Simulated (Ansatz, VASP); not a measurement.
**SnO: VASP beside Ansatz**

```xyz
4
Lattice="3.8639 0.0000 0.0000 0.0000 3.8639 0.0000 0.0000 0.0000 4.9512" Properties=species:S:1:pos:R:3 pbc="T T T"
Sn    1.9319    0.0000    3.7858
Sn    0.0000    1.9319    1.1654
O     0.0000    0.0000    0.0000
O     1.9319    1.9319    0.0000
```

Alike in both runs: task single point; functional revPBE; dispersion D4; k mesh 7 × 7 × 6; occupations fermi-dirac, width 0.05 eV; no spin polarisation.

```csv
,VASP,Ansatz
version,VASP 6.6.1,Ansatz 0.2.0
potentials or method,"VASP PAW PBE potentials, release 64 (Sn_d, O)",Ansatz PAW
plane-wave cutoff (eV),600,420
valence electrons in the cell,40,40
```

|  | VASP | Ansatz | Ansatz less VASP |
| --- | --- | --- | --- |
| gap on the k mesh at the Fermi level (eV) | 0.52 | 0.51 | -0.010 |
| least direct gap on the mesh (eV) | 2.01 | 2.04 | +0.029 |
| pressure (GPa) | -1.6 | -1.7 | -0.13 |
| traceless stress, the component that is largest in VASP (GPa) | -0.14 | -0.17 | -0.027 |
| rms of the force components (eV/Å) | 0.036 | 0.005 | -0.0307 |

VASP's potentials were made for PBE, not for revPBE. Atom by atom the forces differ by 0.031 eV/Å (rms over components).

Noted on Ansatz's run: odd divisions of the mesh miss points on the zone boundary, where band edges often lie, so the gap on the mesh can be too wide.
